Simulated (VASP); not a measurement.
Input of a VASP 6.6.1 run:

INCAR

```
PREC = Accurate
ENCUT = 520
EDIFF = 1E-6
ISMEAR = -1
SIGMA = 0.01
LREAL = Auto
LASPH = True
NELM = 120
ALGO = Normal
ISIF = 2
LWAVE = False
LCHARG = False
GGA = PE
NELECT = 274.0
NBANDS = 159
GGA_COMPAT = False
```

Contents of KPOINTS:

```
Automatic mesh
0
Gamma
  2 2 2
  0.5 0.5 0.5
```

Contents of POSCAR:

```
TiGa12O18
1.0
    0.0000000000      9.2496621800      0.0000000000
   -1.3977182400      0.0000000000      5.7085775500
    6.2279771500     -1.5416103600      0.0067278600
Ga O Ti
12 18 1
Direct
    0.1298762500      0.5070251100      0.7333704500
    0.2292448100      0.2957770700      0.3299203100
    0.3242235900      0.1597810900      0.8636323000
    0.0116438200      0.7379359200      0.1070168500
    0.4524204500      0.6550814400      0.6871568400
    0.5575710600      0.2736996600      0.3283033800
    0.6382816200      0.1833857500      0.8229362900
    0.3638422300      0.7640664300      0.1855313800
    0.7625527200      0.6677385500      0.6625744500
    0.8789001200      0.2914382700      0.3360878100
    0.9609080700      0.1715822400      0.8517244600
    0.6943695100      0.7692743900      0.1737905900
    0.1748493500      0.7504215000     -0.0208933500
    0.1633618500      0.2602879000      0.9919167200
    0.3049938800      0.3782641700      0.6757503600
    0.0751560700      0.5237525300      0.4297794600
    0.0589515500      0.1044741300      0.3470086600
    0.2850516900      0.8762765200      0.6538206100
    0.4982567100      0.7236539400      0.0076121100
    0.5145908200      0.2364635400      1.0148239000
    0.6076180800      0.4104721600      0.6506318900
    0.3857658000      0.5379388800      0.3518386200
    0.3822772100      0.0819140600      0.3067178800
    0.6000404600      0.8765515500      0.6555816800
    0.8140051600      0.7496086300     -0.0263515700
    0.8293971100      0.2521497600      1.0183888100
    0.9281191300      0.3968748100      0.6795651900
    0.7297579000      0.5419894200      0.3482343500
    0.7252094000      0.0758289500      0.3431461200
    0.9375085700      0.8783127800      0.6614607200
    1.0834418600      0.8579936000      0.4985470200
```

Potentials or basis: VASP PAW PBE potentials, release 64 (Ga_d, O, Ti_sv).

The run is started by

```bash
$ cat potpaw_PBE.64/Ga_d/POTCAR potpaw_PBE.64/O/POTCAR potpaw_PBE.64/Ti_sv/POTCAR > POTCAR
$ mpirun -np 1 vasp_std > vasp.out
```

**Question.** What does it give for the largest force?

**Answer.** 0.180 eV/Å.

Forces on the atoms (eV/Å):
```
Ga   0.092  0.005 -0.018
Ga  -0.016  0.090  0.017
Ga   0.017  0.002 -0.010
Ga  -0.131 -0.020 -0.056
Ga   0.000  0.021 -0.003
Ga   0.004 -0.008  0.007
Ga  -0.022 -0.019 -0.029
Ga   0.023  0.050  0.014
Ga  -0.035 -0.015  0.002
Ga  -0.017 -0.072 -0.008
Ga   0.012 -0.013  0.005
Ga   0.020 -0.008  0.022
O    0.018 -0.038  0.060
O   -0.018 -0.077  0.050
O   -0.002 -0.032 -0.019
O   -0.130 -0.007  0.125
O    0.025 -0.017 -0.139
O   -0.007 -0.024 -0.007
O   -0.019  0.021 -0.010
O    0.013  0.023 -0.001
O    0.013 -0.021  0.006
O   -0.002  0.001 -0.012
O    0.000 -0.029 -0.038
O   -0.023 -0.020  0.037
O    0.027  0.069 -0.018
O    0.032  0.040  0.004
O    0.007  0.068 -0.007
O    0.002 -0.005  0.022
O    0.031 -0.006 -0.029
O   -0.057  0.006 -0.026
Ti   0.143  0.036  0.058
```

Caveat: the k points lie up to 0.55 Å⁻¹ apart; the cell carries a net charge on a neutralising background, which shifts energy and pressure.
